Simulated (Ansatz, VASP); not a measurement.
## One calculation of GaReSi, two programs

Contents of INCAR:

```
SYSTEM = GaReSi
  ALGO = Normal
  EDIFF = 1E-7
  EDIFFG = -0.005
  ENCUT = 500
  GGA = CA
  GGA_COMPAT = .FALSE.
  IBRION = 2
  ISIF = 3
  ISMEAR = 0
  LASPH = .TRUE.
  LCHARG = .FALSE.
  LREAL = .FALSE.
  LWAVE = .FALSE.
  NELM = 120
  NELMIN = 4
  NSW = 70
  PREC = Accurate
  SIGMA = 0.01
```

Contents of KPOINTS:

```
k-points
0
G
  12 12 6
  0 0 0
```

The input POSCAR:

```
GaReSi
1.0
    3.2103103542      0.0000000000      0.0000000000
    0.0000000000      3.2103103542      0.0000000000
    0.0000000000      0.0000000000      8.1154343491
Ga Si Re
2 2 2
Direct
    0.5000000000      0.0000000000      0.9136582377
    0.0000000000      0.5000000000      0.0863417623
    0.0000000000      0.5000000000      0.4155231367
    0.5000000000      0.0000000000      0.5844768633
    0.0000000000      0.5000000000      0.7287746583
    0.5000000000      0.0000000000      0.2712253417
```

Input for Ansatz:

```yaml
crystal:
  lattice:
    - [3.2103103542, 0.0, 0.0]
    - [0.0, 3.2103103542, 0.0]
    - [0.0, 0.0, 8.1154343491]
  atoms:
    - { symbol: Ga, position: [0.5, 0.0, 0.9136582377] }
    - { symbol: Ga, position: [0.0, 0.5, 0.0863417623] }
    - { symbol: Si, position: [0.0, 0.5, 0.4155231367] }
    - { symbol: Si, position: [0.5, 0.0, 0.5844768633] }
    - { symbol: Re, position: [0.0, 0.5, 0.7287746583] }
    - { symbol: Re, position: [0.5, 0.0, 0.2712253417] }
basis:
  ecutwfc: 420
kpoints:
  mp_grid: { grid: [12, 12, 6] }
hamiltonian:
  xc: lda
scf:
  occupations: { method: gaussian, width: 0.01 }
output:
  forces: true
  stress: true
  eigenvalues: true
relax:
  adjacent_minimum: "off"
  f_tol: 0.005
  max_steps: 50
  cell: { stress_tol: 0.05 }
```

Alike in both runs: task relaxation of cell and atoms; functional LDA; k mesh 12 × 12 × 6; occupations gaussian, width 0.01 eV; no spin polarisation.

```csv
,VASP,Ansatz
version,VASP 6.6.1,Ansatz 0.2.0
potentials or method,"VASP PAW LDA potentials, release 64 (Ga_d, Si, Re_sv_GW), cutoff 500 eV","scalar-relativistic, plane waves, PAW"
valence electrons in the cell,64,64
```

```tsv
	VASP	Ansatz	Ansatz less VASP
gap on the k mesh at the Fermi level, each at its own relaxed structure (eV)	0.15	0.15	-0.001
relaxed volume (Å³/atom)	13.26	13.26	+0.002
relaxed cell length with the largest relative difference (Å)	7.967	7.965	-0.0016
```

LDA's correlation is that of Perdew and Zunger in VASP and of Perdew and Wang (1992) in Ansatz.

Spin-orbit coupling is off throughout.
